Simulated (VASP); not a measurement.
A run of VASP 6.6.1 is set up as follows.

File INCAR:

```
PREC     = Accurate       # precision mode
ENCUT    = 520            # plane-wave cutoff, eV
EDIFF    = 1E-6           # SCF threshold, eV
ISMEAR   = 0              # smearing method
SIGMA    = 0.05           # smearing width, eV
LREAL    = False          # projectors in reciprocal space
LASPH    = True           # aspherical terms in the spheres
NELM     = 150            # most SCF steps
ALGO     = Normal         # electronic algorithm
ISIF     = 2              # what is computed and relaxed
LWAVE    = False          # write WAVECAR
LCHARG   = False          # write CHGCAR
ISPIN    = 2              # spin polarisation
MAGMOM   = 0 0 0 0 2      # initial moments
LORBIT   = 11             # projections on sites
LDIPOL   = True         
IDIPOL   = 3            
DIPOL    = 0.5 0.5 0.337
GGA      = CA             # functional
NBANDS   = 22             # bands
```

File KPOINTS:

```
regular mesh
0
Gamma
  7 7 1
```

The input POSCAR:

```
Si
1.0
    3.8195065206      0.0000000000      0.0000000000
    0.0000000000      3.8195065206      0.0000000000
    0.0000000000      0.0000000000     21.0645252450
Si
5
Direct
    0.0000000000      0.5000000000      0.1898927203
    0.0000000000      0.0000000000      0.2540004780
    0.5000000000      0.0000000000      0.3202822601
    0.5000000000      0.5000000000      0.3828486591
    0.6250000000      0.6250000000      0.5380859579
```

Potentials or basis: VASP PAW LDA potentials, release 64 (Si).

Launch:

```bash
$ cat potpaw_LDA.64/Si/POTCAR > POTCAR
$ mpirun -np 1 vasp_std > vasp.out
```

(1) Predict the net moment.

(2) Estimate the site moments.

## Answers

(1) 0.27 μB per cell.

(2) Si +0.01, +0.00, +0.07 μB.
